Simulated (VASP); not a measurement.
# TePb (Fm-3m) in VASP: further runs

TePb is run at these levels: LDA, RPBE+D4; tasks: single point.

All numbers are computed with VASP 6.6.1; they aren't measurements. Logs are shortened: lines on timing, memory, paths and dates and some standing lists are left out, and cuts for length are marked.

### Step 1. The cell of the first run

Symmetry: Fm-3m, No. 225, cubic system. Conventional cell: a = 6.547 Å, b = 6.547 Å, c = 6.547 Å, α = 90.00°, β = 90.00°, γ = 90.00°. Pb (site symmetry m-3m) has 6 Te at 3.27 Å within 4.3 Å. Te (site symmetry m-3m) has 6 Pb at 3.27 Å within 4.3 Å.

### Step 2. Single point, LDA

The input, INCAR:

```
SYSTEM = TePb
  PREC = Accurate
  ENCUT = 520
  EDIFF = 1E-6
  ISMEAR = -1
  SIGMA = 0.05
  LREAL = .FALSE.
  LASPH = .TRUE.
  NELM = 60
  ALGO = Normal
  ISIF = 2
  LWAVE = .FALSE.
  LCHARG = .TRUE.
  GGA = CA
  LELF = .TRUE.
  LVHAR = .TRUE.
  NBANDS = 17
```

The input, KPOINTS:

```
Automatic mesh
0
G
  7 7 7
  0 0 0
```

The input, POSCAR:

```
TePb
1.0
    0.0000000000      3.2735180337      3.2735180337
    3.2735180337      0.0000000000      3.2735180337
    3.2735180337      3.2735180337      0.0000000000
Pb Te
1 1
Direct
    0.0000000000      0.0000000000      0.0000000000
    0.5000000000      0.5000000000      0.5000000000
```

Potentials or basis: VASP PAW LDA potentials, release 64 (Pb_d, Te).

Launch:

```bash
$ cat potpaw_LDA.64/Pb_d/POTCAR potpaw_LDA.64/Te/POTCAR > POTCAR
$ mpirun -np 1 vasp_std > vasp.out
```

OUTCAR:

```text
SYSTEM = TePb
   PREC = Accurate
   ENCUT = 520
   EDIFF = 1E-6
   ISMEAR = -1
   LREAL = .FALSE.
   LASPH = .TRUE.
   NELM = 60
   ISIF = 2
   GGA = CA

 ion  position               nearest neighbor table
   1  0.000  0.000  0.000-   2 3.27   2 3.27   2 3.27   2 3.27   2 3.27   2 3.27
   2  0.500  0.500  0.500-   1 3.27   1 3.27   1 3.27   1 3.27   1 3.27   1 3.27

  LATTYP: Found a face centered cubic cell.
 ALAT       =     6.5470360674

  Lattice vectors:

 A1 = (   0.0000000000,   3.2735180337,   3.2735180337)
 A2 = (   3.2735180337,   0.0000000000,   3.2735180337)
 A3 = (   3.2735180337,   3.2735180337,   0.0000000000)

Analysis of symmetry for initial positions (statically):
=====================================================================
 Subroutine PRICEL returns:
 Original cell was already a primitive cell.

 Routine SETGRP: Setting up the symmetry group for a
 face centered cubic supercell.

 Subroutine GETGRP returns: Found 48 space group operations
[... 9 lines left out ...]

 Routine SETGRP: Setting up the symmetry group for a
 face centered cubic supercell.

 Subroutine GETGRP returns: Found 48 space group operations
[... 11 lines left out ...]
                                     Primitive cell

  volume of cell :      70.1575

  direct lattice vectors                    reciprocal lattice vectors
     0.000000000  3.273518034  3.273518034    -0.152740872  0.152740872  0.152740872
     3.273518034  0.000000000  3.273518034     0.152740872 -0.152740872  0.152740872
     3.273518034  3.273518034  0.000000000     0.152740872  0.152740872 -0.152740872

  length of vectors
     4.629453600  4.629453600  4.629453600     0.264554951  0.264554951  0.264554951

  position of ions in fractional coordinates (direct lattice)
     0.000000000  0.000000000  0.000000000
     0.500000000  0.500000000  0.500000000

  ion indices of the primitive-cell ions
   primitive index   ion index
                 1           1
                 2           2

----------------------------------------------------------------------------------------

 KPOINTS: Automatic mesh

Automatic generation of k-mesh.
 Grid dimensions read from file:
 generate k-points for:    7    7    7

 Generating k-lattice:

  Cartesian coordinates                     Fractional coordinates (reciprocal lattice)
    -0.021820125  0.021820125  0.021820125     0.142857143  0.000000000  0.000000000
     0.021820125 -0.021820125  0.021820125     0.000000000  0.142857143  0.000000000
     0.021820125  0.021820125 -0.021820125     0.000000000  0.000000000  0.142857143

  Length of vectors
     0.037793564  0.037793564  0.037793564

  Shift w.r.t. Gamma in fractional coordinates (k-lattice)
     0.000000000  0.000000000  0.000000000

 Subroutine IBZKPT returns following result:
 ===========================================

 Found     20 irreducible k-points:

 Following reciprocal coordinates:
            Coordinates               Weight
  0.000000  0.000000  0.000000      1.000000
  0.142857  0.000000  0.000000      8.000000
  0.285714  0.000000  0.000000      8.000000
  0.428571  0.000000  0.000000      8.000000
  0.142857  0.142857  0.000000      6.000000
  0.285714  0.142857  0.000000     24.000000
[... 12 lines left out ...]
 -0.428571  0.428571  0.142857     24.000000
 -0.285714  0.428571  0.142857     24.000000
   k-points           NKPTS =     20   k-points in BZ     NKDIM =     20   number of bands    NBANDS=     17
   number of dos      NEDOS =    301   number of ions     NIONS =      2
   total plane-waves  NPLWV =  46656
   dimension x,y,z NGX =    36 NGY =   36 NGZ =   36
   dimension x,y,z NGXF=    72 NGYF=   72 NGZF=   72
   ions per type =               1   1
   NGX,Y,Z   is equivalent  to a cutoff of  12.93, 12.93, 12.93 a.u.
   NGXF,Y,Z  is equivalent  to a cutoff of  25.86, 25.86, 25.86 a.u.
 SYSTEM =  TePb
   PREC   = accura    normal or accurate (medium, high low for compatibility)
   ISTART =      0    job   : 0-new  1-cont  2-samecut
   ICHARG =      2    charge: 1-file 2-atom 10-const
   ISPIN  =      1    spin polarized calculation?
   LNONCOLLINEAR =      F non collinear calculations
   LSORBIT =      F    spin-orbit coupling
   LASPH  =      T    aspherical Exc in radial PAW
   ENCUT  =  520.0 eV  38.22 Ry    6.18 a.u.   8.61  8.61  8.61*2*pi/ulx,y,z
   NELM   =     60;   NELMIN=  2; NELMDL= -5     # of ELM steps
   EDIFF  = 0.1E-05   stopping-criterion for ELM
   LREAL  =      F    real-space projection
   EDIFFG = 0.1E-04   stopping-criterion for IOM
   NSW    =      0    number of steps for IOM
   IBRION =     -1    ionic relax: 0-MD 1-quasi-New 2-CG
   NFREE  =      0    steps in history (QN), initial steepest desc. (CG)
   ISIF   =      2    stress and relaxation
   ISYM   =      2    0-nonsym 1-usesym 2-fastsym
   POTIM  = 0.5000    time-step for ionic-motion
   TEBEG  =    0.0;   TEEND  =   0.0 temperature during run
   PSTRESS=    0.0 pullay stress
   NELECT =      20.0000    total number of electrons
   NUPDOWN=      -1.0000    fix difference up-down
   EMIN   =  10.00;   EMAX   =-10.00  energy-range for DOS
   EFERMI =   0.00;   METHOD = LEGACY
   ISMEAR =    -1;   SIGMA  =   0.05  broadening in eV -4-tet -1-fermi 0-gaus
   EFERMI_NEDOS =   21; number of points for ismear=-14 and -15
   IALGO  =     38    algorithm
   IMIX   =      4    mixing-type and parameters
     AMIX     =   0.40;   BMIX     =  1.00
     AMIX_MAG =   1.60;   BMIX_MAG =  1.00
  volume/ion in A,a.u.               =      35.08       236.72
  Fermi-wavevector in a.u.,A,eV,Ry     =   1.077441  2.036068 15.794714  1.160879
  Thomas-Fermi vector in A             =   2.213353
   LORBIT       =      0    0 simple, 1 ext, 2 COOP (PROOUT), +10 PAW based schemes
   GGA     = CA    functional components
   LHFCALC =     F    Hartree Fock is set to
   AEXX    =    0.0000 exact exchange contribution
   IVDW    =     0    specifies the selected vdW correction
   LEPSILON=     F    determine dielectric tensor
   LRPA    =     F    only Hartree local field effects (RPA)
 non-spin polarized calculation
  energy-cutoff  :      520.00
  volume of cell :       70.16
 maximum number of plane-waves:      1917
   NGX = 17   NGY = 17   NGZ = 17

 number of electron      20.0000001 magnetization

 Free energy of the ion-electron system (eV)
  ---------------------------------------------------
  ext. energy  EPLUGINS =         0.00000000
  ---------------------------------------------------
  free energy    TOTEN  =        -8.72414242 eV

  energy without entropy =       -8.72413870  energy(sigma->0) =       -8.72414056

 E-fermi :   5.3057     XC(G=0):  -9.4045

 val. band max:        4.8024748586   @ k =   0.4286   0.0000   0.0000
 cond. band min:       5.7833742020   @ k =   0.4286   0.0000   0.0000
 fundamental gap:      0.9808993434
 Fermi energy:         5.3057119406

 k-point     1 :       0.0000    0.0000    0.0000
  band No.  band energies     occupation
      1     -11.6918      2.00000
      2     -11.6918      2.00000
      3     -11.6809      2.00000
      4     -11.6809      2.00000
      5     -11.6809      2.00000
      6      -6.8264      2.00000
[... 9 lines left out ...]
     16      10.7787      0.00000
     17      12.2932      0.00000

 k-point     2 :       0.1429    0.0000    0.0000
  band No.  band energies     occupation
      1     -11.6937      2.00000
      2     -11.6937      2.00000
      3     -11.6804      2.00000
      4     -11.6784      2.00000
      5     -11.6784      2.00000
      6      -6.6619      2.00000
[... 9 lines left out ...]
     16      11.1428      0.00000
     17      13.4171      0.00000

 k-point     3 :       0.2857    0.0000    0.0000
  band No.  band energies     occupation
      1     -11.6988      2.00000
      2     -11.6988      2.00000
      3     -11.6794      2.00000
      4     -11.6721      2.00000
      5     -11.6721      2.00000
      6      -6.1994      2.00000
[... 9 lines left out ...]
     16      12.1364      0.00000
     17      15.3806      0.00000

 k-point     4 :       0.4286    0.0000    0.0000
  band No.  band energies     occupation
      1     -11.7032      2.00000
      2     -11.7032      2.00000
      3     -11.6787      2.00000
      4     -11.6668      2.00000
      5     -11.6668      2.00000
      6      -5.6206      2.00000
[... 9 lines left out ...]
     16      13.6104      0.00000
     17      14.7059      0.00000

 k-point     5 :       0.1429    0.1429    0.0000
  band No.  band energies     occupation
      1     -11.6986      2.00000
      2     -11.6899      2.00000
      3     -11.6825      2.00000
      4     -11.6768      2.00000
      5     -11.6768      2.00000
      6      -6.6078      2.00000
[... 9 lines left out ...]
     16      11.7473      0.00000
     17      12.7084      0.00000

 k-point     6 :       0.2857    0.1429    0.0000
  band No.  band energies     occupation
      1     -11.7060      2.00000
      2     -11.6915      2.00000
      3     -11.6822      2.00000
      4     -11.6727      2.00000
      5     -11.6710      2.00000
      6      -6.2474      2.00000
[... 9 lines left out ...]
     16      12.7756      0.00000
     17      14.0312      0.00000
[... 201 lines left out ...]
 k-point    17 :       0.4286    0.2857    0.1429
  band No.  band energies     occupation
      1     -11.7139      2.00000
      2     -11.6927      2.00000
      3     -11.6815      2.00000
      4     -11.6680      2.00000
      5     -11.6677      2.00000
      6      -5.8397      2.00000
[... 9 lines left out ...]
     16      13.7152      0.00000
     17      14.5700      0.00000

 k-point    18 :      -0.4286    0.2857    0.1429
  band No.  band energies     occupation
      1     -11.7178      2.00000
      2     -11.6961      2.00000
      3     -11.6768      2.00000
      4     -11.6700      2.00000
      5     -11.6633      2.00000
      6      -5.3760      2.00000
[... 9 lines left out ...]
     16      14.2561      0.00000
     17      15.1707      0.00000

 k-point    19 :      -0.4286    0.4286    0.1429
  band No.  band energies     occupation
      1     -11.7317      2.00000
      2     -11.6884      2.00000
      3     -11.6835      2.00000
      4     -11.6648      2.00000
      5     -11.6595      2.00000
      6      -5.2881      2.00000
[... 9 lines left out ...]
     16      14.9634      0.00000
     17      15.8006      0.00000

 k-point    20 :      -0.2857    0.4286    0.1429
  band No.  band energies     occupation
      1     -11.7265      2.00000
      2     -11.6930      2.00000
      3     -11.6769      2.00000
      4     -11.6708      2.00000
      5     -11.6596      2.00000
      6      -5.1713      2.00000
[... 9 lines left out ...]
     16      15.1658      0.00000
     17      15.5488      0.00000

------------------------ aborting loop because EDIFF is reached ----------------------------------------

  FORCE on cell =-STRESS in cart. coord.  units (eV):
  Direction    XX          YY          ZZ          XY          YZ          ZX
  --------------------------------------------------------------------------------------
  -------------------------------------------------------------------------------------
  Total       -1.3775856     -1.3775856     -1.3775856      0.0000000      0.0000000      0.0000000
  in kB      -31.4597279    -31.4597279    -31.4597279      0.0000000      0.0000000      0.0000000
  external PRESSURE =     -31.4597279 kB  Pullay stress =       0.0000000 kB

 VOLUME and BASIS-vectors are now :
 -----------------------------------------------------------------------------
  energy-cutoff  :      520.00
  volume of cell :       70.16
      direct lattice vectors                 reciprocal lattice vectors
     0.000000000  3.273518034  3.273518034    -0.152740872  0.152740872  0.152740872
     3.273518034  0.000000000  3.273518034     0.152740872 -0.152740872  0.152740872
     3.273518034  3.273518034  0.000000000     0.152740872  0.152740872 -0.152740872

 POSITION                                       TOTAL-FORCE (eV/Angst)
 -----------------------------------------------------------------------------------
      0.00000      0.00000      0.00000         0.000000     -0.000000      0.000000
      3.27352      3.27352      3.27352        -0.000000      0.000000     -0.000000
 -----------------------------------------------------------------------------------
    total drift:                               -0.000000      0.000000      0.000000

  FREE ENERGIE OF THE ION-ELECTRON SYSTEM (eV)
  ---------------------------------------------------
  free  energy   TOTEN  =        -8.7241424243 eV

  energy  without entropy=       -8.7241387045  energy(sigma->0) =       -8.72414056
```

Wall time 16 s (1 thread of Intel Xeon 6975P-C, shared host); peak memory 0.18 GiB.

Results:

```yaml
Free_energy: -8.7241 eV
Pressure: -3.1 GPa
```

Caveat: this odd mesh misses L, where the gap lies, so gap, dielectric constants and Born charges aren't listed; spin-orbit coupling is left out, which moves the levels of the heavy elements.

### Step 3. Single point, RPBE+D4

The input, INCAR:

```
ALGO = Normal
EDIFF = 1E-6
ENCUT = 520
GGA = RP
ISIF = 2
ISMEAR = -1
IVDW = 13
LASPH = T
LCHARG = T
LELF = T
LREAL = F
LVHAR = T
LWAVE = F
NBANDS = 17
NELM = 60
PREC = Accurate
SIGMA = 0.05
```

The input, KPOINTS:

```
k-points
0
Gamma
  7 7 7
```

POSCAR is that of step 2.

Potentials or basis: VASP PAW PBE potentials, release 64 (Pb_d, Te).

Launch:

```bash
$ cat potpaw_PBE.64/Pb_d/POTCAR potpaw_PBE.64/Te/POTCAR > POTCAR
$ mpirun -np 1 vasp_std > vasp.out
```

It took 20 s on 1 thread of Intel Xeon 6975P-C, shared host; peak memory 0.21 GiB.

Results (log left out):

```yaml
Free_energy: -8.3039 eV
Pressure: -0.8 GPa
Dispersion_energy_per_atom: -0.740 eV
```

Levels at points of the mesh, in eV from the Fermi level:
```tsv
k point	band 8	band 9	band 10	band 11	band 12	band 13
(0.00, 0.00, 0.00)	-1.69	-1.69	-1.69	3.59	3.59	3.59
```

Caveat: this odd mesh misses L, where the gap lies, so gap, dielectric constants and Born charges aren't listed; the PAW data sets were made with another functional, which shifts forces and pressure a little; spin-orbit coupling is left out, which moves the levels of the heavy elements.
